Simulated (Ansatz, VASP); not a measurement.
Ga2O3: VASP beside Ansatz

Contents of INCAR:

```
  PREC = Accurate
  ENCUT = 520
  EDIFF = 1E-6
  ISMEAR = 0
  SIGMA = 0.05
  LREAL = F
  LASPH = T
  NELM = 100
  ALGO = Normal
  ISIF = 2
  LWAVE = F
  LCHARG = F
  GGA = PE
  NBANDS = 55
```

The input KPOINTS:

```
regular mesh
0
Gamma
  6 6 6
```

The input POSCAR:

```
Ga2O3
1.0
    2.5287245564      1.4599598033      4.5410352127
   -2.5287245564      1.4599598033      4.5410352127
    0.0000000000     -2.9199196066      4.5410352127
Ga O
4 6
Direct
    0.3892359536      0.3549884353      0.3424529736
    0.1774984458      0.1432509275      0.1307154658
    0.6774984458      0.6432509275      0.6307154658
    0.8892359536      0.8549884353      0.8424529736
    0.5531733332      0.9468266668      0.2500000000
    0.2500000000      0.5531733332      0.9468266668
    0.9468266668      0.2500000000      0.5531733332
    0.4468266668      0.0531733332      0.7500000000
    0.7500000000      0.4468266668      0.0531733332
    0.0531733332      0.7500000000      0.4468266668
```

Input for Ansatz:

```yaml
crystal:
  lattice:
    - [2.5287245564, 1.4599598033, 4.5410352127]
    - [-2.5287245564, 1.4599598033, 4.5410352127]
    - [0.0, -2.9199196066, 4.5410352127]
  atoms:
    - { symbol: Ga, position: [0.3892359536, 0.3549884353, 0.3424529736] }
    - { symbol: Ga, position: [0.1774984458, 0.1432509275, 0.1307154658] }
    - { symbol: Ga, position: [0.6774984458, 0.6432509275, 0.6307154658] }
    - { symbol: Ga, position: [0.8892359536, 0.8549884353, 0.8424529736] }
    - { symbol: O, position: [0.5531733332, 0.9468266668, 0.25] }
    - { symbol: O, position: [0.25, 0.5531733332, 0.9468266668] }
    - { symbol: O, position: [0.9468266668, 0.25, 0.5531733332] }
    - { symbol: O, position: [0.4468266668, 0.0531733332, 0.75] }
    - { symbol: O, position: [0.75, 0.4468266668, 0.0531733332] }
    - { symbol: O, position: [0.0531733332, 0.75, 0.4468266668] }
basis:
  ecutwfc: 420
kpoints:
  mp_grid: { grid: [6, 6, 6] }
hamiltonian:
  xc: pbe
scf:
  occupations: { method: gaussian, width: 0.05 }
output:
  forces: true
  stress: true
  eigenvalues: true
```

Change from the starting cell: all Ga atoms moved +0.150 Å, as atom 1 along Cartesian [1 1 1].

Alike in both runs: task single point; functional PBE; k mesh 6 × 6 × 6; occupations gaussian, width 0.05 eV; no spin polarisation.

|  | VASP | Ansatz |
| --- | --- | --- |
| version | VASP 6.6.1 | Ansatz 0.2.0 |
| potentials or method | VASP PAW PBE potentials, release 64 (Ga_d, O), cutoff 520 eV | scalar-relativistic, plane waves, PAW |
| valence electrons in the cell | 88 | 88 |

```csv
,VASP,Ansatz,Ansatz less VASP
gap on the k mesh at the Fermi level (eV),2.35,2.36,+0.008
least direct gap on the mesh (eV),2.52,2.53,+0.007
pressure (GPa),3.4,2.5,-0.84
"traceless stress, the component that is largest in VASP (GPa)",1.49,1.52,+0.033
rms of the force components (eV/Å),0.668,0.663,-0.0053
```

Atom by atom the forces differ by 0.011 eV/Å (rms over components). The functional is the same, so the differences come from potentials, cutoffs and numerics.
